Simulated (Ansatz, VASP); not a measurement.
**One calculation of PtS2, two programs**

```
S Pt
1.0
     3.54153    0.00000    0.00000
    -1.77076    3.06705    0.00000
     0.00000    0.00000   22.46707
S Pt
4 2
Cartesian
  1.7708 1.0224 4.5000
  0.0000 2.0447 6.9835
  -0.2951 2.5559 10.2235
  -2.0659 3.5782 12.7071
  0.0000 0.0000 5.7418
  -2.0659 1.5335 11.4653
```

Alike in both runs: task single point; functional PBE; dispersion D3(BJ); k mesh 9 × 9 × 1; occupations gaussian, width 0.05 eV; no spin polarisation.

```csv
,VASP,Ansatz
version,VASP 6.6.1,Ansatz 0.2.0
potentials or method,"VASP PAW PBE potentials, release 64 (S, Pt), cutoff 520 eV","scalar-relativistic, plane waves, PAW"
valence electrons in the cell,44,60
```

|  | VASP | Ansatz | Ansatz less VASP |
| --- | --- | --- | --- |
| gap on the k mesh at the Fermi level (eV) | 1.21 | 1.20 | -0.008 |
| least direct gap on the mesh (eV) | 1.34 | 1.33 | -0.009 |
| rms of the force components (eV/Å) | 0.061 | 0.050 | -0.0118 |

VASP's potentials hold 44 valence electrons a cell and Ansatz's 60, so a difference there can come from the potentials and not from the codes.

Neither program's run includes spin-orbit coupling.
